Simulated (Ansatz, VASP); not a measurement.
## GaN in VASP and in Ansatz

```
CELL_PARAMETERS angstrom
0.00000 1.99250 2.05227
1.99250 0.00000 2.05227
1.99250 1.99250 0.00000
ATOMIC_POSITIONS crystal
Ga 0.50000 0.50000 0.50000
N 0.00000 0.00000 0.00000
```

Change from the starting cell: z stretched by +3 %, ions relaxed.

Alike in both runs: functional PBE; k mesh 13 × 13 × 13; occupations fermi-dirac, width 0.02 eV; no spin polarisation.

Ansatz relaxed the structure, and its values are those at the end. VASP's run is a single point on that final structure, the one shown.

|  | VASP | Ansatz |
| --- | --- | --- |
| version | VASP 6.6.1 | Ansatz 0.2.0 |
| potentials or method | VASP PAW PBE potentials, release 64 (Ga_d, N) | plane-wave PAW, scalar-relativistic |
| plane-wave cutoff (eV) | 520 | 420 |
| valence electrons in the cell | 18 | 18 |

```tsv
	VASP	Ansatz	Ansatz less VASP
gap on the k mesh at the Fermi level (eV)	1.51	1.53	+0.013
```

Ansatz's warnings: stress scf threshold loose.
